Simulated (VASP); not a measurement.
# NiO (Fm-3m) in VASP: a series of runs

The runs below take NiO through single point, with revPBE+D4+U, PBE+D4+U.

All numbers are computed with VASP 6.6.1; they aren't measurements. Logs are shortened: lines on timing, memory, paths and dates and some standing lists are left out, and cuts for length are marked.

## (1) The cell of the first run

It takes space group Fm-3m (No. 225, cubic). The conventional cell has a = 4.235 Å, b = 4.235 Å, c = 4.235 Å, α = 90.00°, β = 90.00°, γ = 90.00°. Ni (site symmetry m-3m) has 6 O at 2.12 Å within 2.8 Å. O (site symmetry m-3m) has 6 Ni at 2.12 Å within 2.8 Å.

## (2) Single point, revPBE+D4+U, collinear spin, ferromagnetic start (9.49 Å³/atom)

INCAR reads:

```
PREC = Accurate ; ENCUT = 700
EDIFF = 1E-6 ; ISMEAR = 0
SIGMA = 0.05 ; LREAL = F
LASPH = T ; NELM = 200
ALGO = Normal ; ISIF = 2
LWAVE = F ; LCHARG = F
ISPIN = 2 ; MAGMOM = 1.91 0.21
LORBIT = 11 ; LMAXMIX = 4
LDAU = T ; LDAUTYPE = 2
LDAUL = 2 -1 ; LDAUU = 6.2 0
LDAUJ = 0 0 ; LDAUPRINT = 1
GGA = RE ; IVDW = 13
NBANDS = 23 ; GGA_COMPAT = F
```

KPOINTS reads:

```
regular mesh
0
Gamma
  10 10 10
```

POSCAR reads:

```
NiO
1.0
    0.0000000000      2.1175243962      2.1175243962
    2.1175243962      0.0000000000      2.1175243962
    2.1175243962      2.1175243962      0.0000000000
Ni O
1 1
Direct
    0.0000000000      0.0000000000      0.0000000000
    0.5000000000      0.5000000000      0.5000000000
```

Potentials or basis: VASP PAW PBE potentials, release 64 (Ni_sv_GW, O).

Started as:

```
> cat potpaw_PBE.64/Ni_sv_GW/POTCAR potpaw_PBE.64/O/POTCAR > POTCAR
> mpirun -np 1 vasp_std > vasp.out
```

OUTCAR:

```text
PREC = Accurate
   ENCUT = 700
   EDIFF = 1E-6
   ISMEAR = 0
   LREAL = F
   LASPH = T
   NELM = 200
   ISIF = 2
   ISPIN = 2
   LORBIT = 11
   GGA = RE
   IVDW = 13

 ion  position               nearest neighbor table
   1  0.000  0.000  0.000-   2 2.12   2 2.12   2 2.12   2 2.12   2 2.12   2 2.12
   2  0.500  0.500  0.500-   1 2.12   1 2.12   1 2.12   1 2.12   1 2.12   1 2.12

  LATTYP: Found a face centered cubic cell.
 ALAT       =     4.2350487924

  Lattice vectors:

 A1 = (   0.0000000000,   2.1175243962,   2.1175243962)
 A2 = (   2.1175243962,   0.0000000000,   2.1175243962)
 A3 = (   2.1175243962,   2.1175243962,   0.0000000000)

Analysis of symmetry for initial positions (statically):
=====================================================================
 Subroutine PRICEL returns:
 Original cell was already a primitive cell.

 Routine SETGRP: Setting up the symmetry group for a
 face centered cubic supercell.

 Subroutine GETGRP returns: Found 48 space group operations
 (whereof 48 operations were pure point group operations)
 out of a pool of 48 trial point group operations.

The static configuration has the point symmetry O_h .

Analysis of symmetry for dynamics (positions and initial velocities):
=====================================================================
 Subroutine PRICEL returns:
 Original cell was already a primitive cell.

 Routine SETGRP: Setting up the symmetry group for a
 face centered cubic supercell.

 Subroutine GETGRP returns: Found 48 space group operations
 (whereof 48 operations were pure point group operations)
 out of a pool of 48 trial point group operations.

The dynamic configuration has the point symmetry O_h .

Analysis of structural, dynamic, and magnetic symmetry:
=====================================================================
 Subroutine PRICEL returns:
 Original cell was already a primitive cell.

 Routine SETGRP: Setting up the symmetry group for a
 face centered cubic supercell.

 Subroutine GETGRP returns: Found 48 space group operations
 (whereof 48 operations were pure point group operations)
 out of a pool of 48 trial point group operations.

The overall configuration has the point symmetry O_h .

 Subroutine INISYM returns: Found 48 space group operations
 (whereof 48 operations are pure point group operations),
 and found     1 'primitive' translations

----------------------------------------------------------------------------------------

                                     Primitive cell

  volume of cell :      18.9896

  direct lattice vectors                    reciprocal lattice vectors
     0.000000000  2.117524396  2.117524396    -0.236124788  0.236124788  0.236124788
     2.117524396  0.000000000  2.117524396     0.236124788 -0.236124788  0.236124788
     2.117524396  2.117524396  0.000000000     0.236124788  0.236124788 -0.236124788

  length of vectors
     2.994631720  2.994631720  2.994631720     0.408980130  0.408980130  0.408980130

  position of ions in fractional coordinates (direct lattice)
     0.000000000  0.000000000  0.000000000
     0.500000000  0.500000000  0.500000000

  ion indices of the primitive-cell ions
   primitive index   ion index
                 1           1
                 2           2

----------------------------------------------------------------------------------------

 KPOINTS: regular mesh

Automatic generation of k-mesh.
 Grid dimensions read from file:
 generate k-points for:   10   10   10

 Generating k-lattice:

  Cartesian coordinates                     Fractional coordinates (reciprocal lattice)
    -0.023612479  0.023612479  0.023612479     0.100000000  0.000000000  0.000000000
[... 65 lines left out ...]
   ISIF   =      2    stress and relaxation
   ISYM   =      2    0-nonsym 1-usesym 2-fastsym
   POTIM  = 0.5000    time-step for ionic-motion
   TEBEG  =    0.0;   TEEND  =   0.0 temperature during run
   PSTRESS=    0.0 pullay stress
   NELECT =      24.0000    total number of electrons
   NUPDOWN=      -1.0000    fix difference up-down
   EMIN   =  10.00;   EMAX   =-10.00  energy-range for DOS
   EFERMI =   0.00;   METHOD = LEGACY
   ISMEAR =     0;   SIGMA  =   0.05  broadening in eV -4-tet -1-fermi 0-gaus
   EFERMI_NEDOS =   21; number of points for ismear=-14 and -15
   IALGO  =     38    algorithm
   IMIX   =      4    mixing-type and parameters
     AMIX     =   0.40;   BMIX     =  1.00
     AMIX_MAG =   1.60;   BMIX_MAG =  1.00
  volume/ion in A,a.u.               =       9.49        64.07
  Fermi-wavevector in a.u.,A,eV,Ry     =   1.770001  3.344817 42.625736  3.132903
  Thomas-Fermi vector in A             =   2.836878
   LORBIT       =     11    0 simple, 1 ext, 2 COOP (PROOUT), +10 PAW based schemes
 LDA+U is selected, type is set to LDAUTYPE =  2
   angular momentum for each species LDAUL =     2   -1
   U (eV)           for each species LDAUU =   6.2  0.0
   J (eV)           for each species LDAUJ =   0.0  0.0
   GGA     = RE    functional components
   LHFCALC =     F    Hartree Fock is set to
   AEXX    =    0.0000 exact exchange contribution
   IVDW    =    13    specifies the selected vdW correction
   LEPSILON=     F    determine dielectric tensor
   LRPA    =     F    only Hartree local field effects (RPA)
 spin polarized calculation
 Gauss-broadening in eV      SIGMA  =   0.05
  energy-cutoff  :      700.00
  volume of cell :       18.99
 maximum number of plane-waves:       821
 NGX is ok and might be reduce to    28
   NGX = 13   NGY = 13   NGZ = 13

atom =   1  type =  1  l = 2

 onsite density matrix

spin component  1

  0.9394 -0.0000 -0.0000  0.0000  0.0000
 -0.0000  0.9394  0.0000  0.0000  0.0000
 -0.0000  0.0000  0.9683  0.0000 -0.0000
  0.0000  0.0000  0.0000  0.9394  0.0000
  0.0000  0.0000 -0.0000  0.0000  0.9683

spin component  2

  0.9323 -0.0000  0.0000  0.0000 -0.0000
 -0.0000  0.9323 -0.0000  0.0000 -0.0000
  0.0000 -0.0000  0.0889 -0.0000 -0.0000
  0.0000  0.0000 -0.0000  0.9323 -0.0000
 -0.0000 -0.0000 -0.0000 -0.0000  0.0889

 occupancies and eigenvectors

  o =  0.0889  v =  0.0000  0.0000  0.0000  0.0000  0.0000  0.0000 -0.0000  0.9991 -0.0000  0.0423      0.0000  0.0000  0.0000  0.0000  0.0000  0.0000  0.0000  0.0000  0.0000  0.0000
  o =  0.0889  v =  0.0000  0.0000  0.0000  0.0000  0.0000  0.0000  0.0000  0.0423  0.0000 -0.9991      0.0000  0.0000  0.0000  0.0000  0.0000  0.0000  0.0000  0.0000  0.0000  0.0000
  o =  0.9323  v =  0.0000  0.0000  0.0000  0.0000  0.0000  0.0000  0.4692 -0.0000  0.8831  0.0000      0.0000  0.0000  0.0000  0.0000  0.0000  0.0000  0.0000  0.0000  0.0000  0.0000
  o =  0.9323  v =  0.0000  0.0000  0.0000  0.0000  0.0000  1.0000  0.0000  0.0000  0.0000  0.0000      0.0000  0.0000  0.0000  0.0000  0.0000  0.0000  0.0000  0.0000  0.0000  0.0000
  o =  0.9323  v =  0.0000  0.0000  0.0000  0.0000  0.0000  0.0000 -0.8831 -0.0000  0.4692 -0.0000      0.0000  0.0000  0.0000  0.0000  0.0000  0.0000  0.0000  0.0000  0.0000  0.0000
  o =  0.9394  v =  1.0000  0.0000  0.0000  0.0000  0.0000  0.0000  0.0000  0.0000  0.0000  0.0000      0.0000  0.0000  0.0000  0.0000  0.0000  0.0000  0.0000  0.0000  0.0000  0.0000
  o =  0.9394  v =  0.0000  0.4820  0.0000 -0.8762 -0.0000  0.0000  0.0000  0.0000  0.0000  0.0000      0.0000  0.0000  0.0000  0.0000  0.0000  0.0000  0.0000  0.0000  0.0000  0.0000
  o =  0.9394  v =  0.0000  0.8762  0.0000  0.4820 -0.0000  0.0000  0.0000  0.0000  0.0000  0.0000      0.0000  0.0000  0.0000  0.0000  0.0000  0.0000  0.0000  0.0000  0.0000  0.0000
  o =  0.9683  v =  0.0000 -0.0000  0.0673  0.0000 -0.9977  0.0000  0.0000  0.0000  0.0000  0.0000      0.0000  0.0000  0.0000  0.0000  0.0000  0.0000  0.0000  0.0000  0.0000  0.0000
  o =  0.9683  v =  0.0000  0.0000 -0.9977  0.0000 -0.0673  0.0000  0.0000  0.0000  0.0000  0.0000      0.0000  0.0000  0.0000  0.0000  0.0000  0.0000  0.0000  0.0000  0.0000  0.0000

 number of electron      23.9999986 magnetization       2.0000126

 Free energy of the ion-electron system (eV)
  ---------------------------------------------------
  ext. energy  EPLUGINS =         0.00000000
  ---------------------------------------------------
  free energy    TOTEN  =        -9.53518136 eV

  energy without entropy =       -9.53518136  energy(sigma->0) =       -9.53518136

 E-fermi :   6.0910     XC(G=0): -12.5891

 val. band max:        5.8329269153   @ k =   0.5000   0.0000   0.0000
 cond. band min:       8.0034478455   @ k =   0.0000   0.0000   0.0000
 fundamental gap:      2.1705209302
 Fermi energy:         6.0910043383

 spin component 1

 k-point     1 :       0.0000    0.0000    0.0000
  band No.  band energies     occupation
      1     -98.3118      1.00000
      2     -58.6353      1.00000
      3     -58.6353      1.00000
      4     -58.6353      1.00000
      5     -13.0317      1.00000
      6       0.2429      1.00000
[... 1241 lines left out ...]
     22      38.4205      0.00000
     23      38.4566      0.00000

 [... further k-points ...]

------------------------ aborting loop because EDIFF is reached ----------------------------------------

  DFT-D4 for vdW energy calculation

  Edisp (eV):   -1.29247

  FORCE on cell =-STRESS in cart. coord.  units (eV):
  Direction    XX          YY          ZZ          XY          YZ          ZX
  --------------------------------------------------------------------------------------
  -------------------------------------------------------------------------------------
  Total      -0.29140    -0.29140    -0.29140    -0.00000    -0.00000    -0.00000
  in kB     -24.58579   -24.58579   -24.58579    -0.00000    -0.00000    -0.00000
  external pressure =      -24.59 kB  Pullay stress =        0.00 kB

 VOLUME and BASIS-vectors are now :
 -----------------------------------------------------------------------------
  energy-cutoff  :      700.00
  volume of cell :       18.99
      direct lattice vectors                 reciprocal lattice vectors
     0.000000000  2.117524396  2.117524396    -0.236124788  0.236124788  0.236124788
     2.117524396  0.000000000  2.117524396     0.236124788 -0.236124788  0.236124788
     2.117524396  2.117524396  0.000000000     0.236124788  0.236124788 -0.236124788

 POSITION                                       TOTAL-FORCE (eV/Angst)
 -----------------------------------------------------------------------------------
      0.00000      0.00000      0.00000        -0.000000     -0.000000     -0.000000
      2.11752      2.11752      2.11752         0.000000      0.000000      0.000000
 -----------------------------------------------------------------------------------
    total drift:                                0.000000      0.000000      0.000000

  FREE ENERGIE OF THE ION-ELECTRON SYSTEM (eV)
  ---------------------------------------------------
  free  energy   TOTEN  =       -10.8276498047 eV

  energy  without entropy=      -10.8276498047  energy(sigma->0) =      -10.82764980

 total charge

# of ion       s       p       d       f       tot
--------------------------------------------------
    1        2.156   6.209   7.705   0.009  16.078
    2        1.548   3.487   0.000   0.000   5.035
--------------------------------------------------
tot          3.703   9.696   7.705   0.009  21.113

 magnetization (x)

# of ion       s       p       d       f       tot
--------------------------------------------------
    1        0.010   0.012   1.777   0.001   1.800
    2        0.021   0.143   0.000   0.000   0.164
--------------------------------------------------
tot          0.031   0.155   1.777   0.001   1.964
```

Run time: 1.8 min. Hardware: 1 thread of Intel Xeon Platinum 8259CL at 2.50GHz (Skylake/Cascade Lake), shared host; peak memory 0.22 GiB.

Results:

| Quantity | Value |
| --- | --- |
| Free energy | -10.8276 eV |
| Pressure | -2.5 GPa |
| Band gap on the k mesh | 2.17 eV (least direct gap 3.41 eV) |
| Net moment | 2.00 μB per cell |
| Site moments | Ni +1.80; O +0.16 μB |
| Valence electrons inside the program's atomic spheres | Ni 16.08; O 5.04 |
| Dispersion energy per atom | -0.646 eV |

Eigenvalues of the final occupation matrices:
| site | spin | trace | eigenvalues |
| --- | --- | --- | --- |
| site 1 d | 1 | 4.75 | 0.94 0.94 0.94 0.97 0.97 |
| site 1 d | 2 | 2.97 | 0.09 0.09 0.93 0.93 0.93 |

Caveat: the PAW data sets were made with another functional, which shifts forces and pressure a little; a cell with one magnetic atom can't hold antiferromagnetic order, which such compounds often take. A k mesh can miss the band edges.

(Part 1 of 3 ends here.)
